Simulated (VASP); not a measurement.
Write the native input for VASP 6.6.1 that does the following.

```yaml
Task: single point
Functional: PBEsol
Potentials_or_basis: VASP PAW PBE potentials, release 64 (Si)
Cutoff: 520 eV
k_mesh: 10 × 10 × 10
Occupations: gaussian, width 0.02 eV
Spin: no spin polarisation
Dipole_correction: no
Further_INCAR_settings: ALGO = Normal; EDIFF = 1e-06; NBANDS = 11
```

The structure of Si lies in POSCAR:

```
Si
1.0
   -0.0146913919      2.7043535180      2.7249421506
    2.7043535180     -0.0146913919      2.7249421506
    2.6896621260      2.6896621260      0.0000000000
Si
2
Direct
   -0.0007394242     -0.0007394242      0.0007394242
    0.2507394242      0.2507394242      0.2492605758
```

This cell differs from its parent crystal: strained cell.

These files were run (other wordings do the same):

INCAR

```
PREC = Accurate
ENCUT = 520
EDIFF = 1E-6
ISMEAR = 0
SIGMA = 0.02
LREAL = F
LASPH = T
NELM = 100
ALGO = Normal
ISIF = 2
LWAVE = F
LCHARG = F
GGA = PS
NBANDS = 11
```

KPOINTS

```
Automatic mesh
0
Gamma
  10 10 10
```

Potentials or basis: VASP PAW PBE potentials, release 64 (Si).

Launch:

```sh
$ cat potpaw_PBE.64/Si/POTCAR > POTCAR
$ mpirun -np 1 vasp_std > vasp.out
```

It gave:

```json
{
  "Pressure": "0.7 GPa",
  "Band gap on the k mesh": "0.36 eV, indirect (least direct gap 2.38 eV)"
}
```

Caveat: the cell differs from its parent crystal (strained cell); the PAW data sets were made with another functional, which shifts forces and pressure a little.

It took 35 s on 1 thread of Intel(R) Xeon(R) 6975P-C (Granite Rapids) (shared host), peak memory 0.18 GiB.
